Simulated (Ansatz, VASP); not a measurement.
Ga3Sb in VASP and in Ansatz

```
Sb Ga
1.0
    -2.17310    2.17310    4.79201
     2.17310   -2.17310    4.79201
     2.17310    2.17310   -4.79201
Sb Ga
1 3
Direct
  0.00000 0.00000 0.00000
  0.50000 0.50000 0.00000
  0.25000 0.75000 0.50000
  0.75000 0.25000 0.50000
```

Change from the starting cell: volume scaled by 1.02.

Alike in both runs: task single point; functional PBEsol; k mesh 9 × 9 × 9; occupations fermi-dirac, width 0.05 eV; no spin polarisation.

|  | VASP | Ansatz |
| --- | --- | --- |
| version | VASP 6.6.1 | Ansatz 0.2.0 |
| potentials or method | VASP PAW PBE potentials, release 64 (Sb, Ga_d), cutoff 520 eV | all-electron LAPW, scalar-relativistic |

|  | VASP | Ansatz | Ansatz less VASP |
| --- | --- | --- | --- |
| gap on the k mesh at the Fermi level (eV) | none | none | - |
| pressure (GPa) | -4.2 | -4.2 | -0.05 |
| traceless stress, the component that is largest in VASP (GPa) | 0.44 | 0.44 | +0.003 |

VASP's potentials were made for PBE, not for PBEsol. A gap of «none» marks a metal or a gap that the smearing closes. Ansatz ran all-electron here, and VASP with PAW potentials.

Spin-orbit coupling is off throughout.
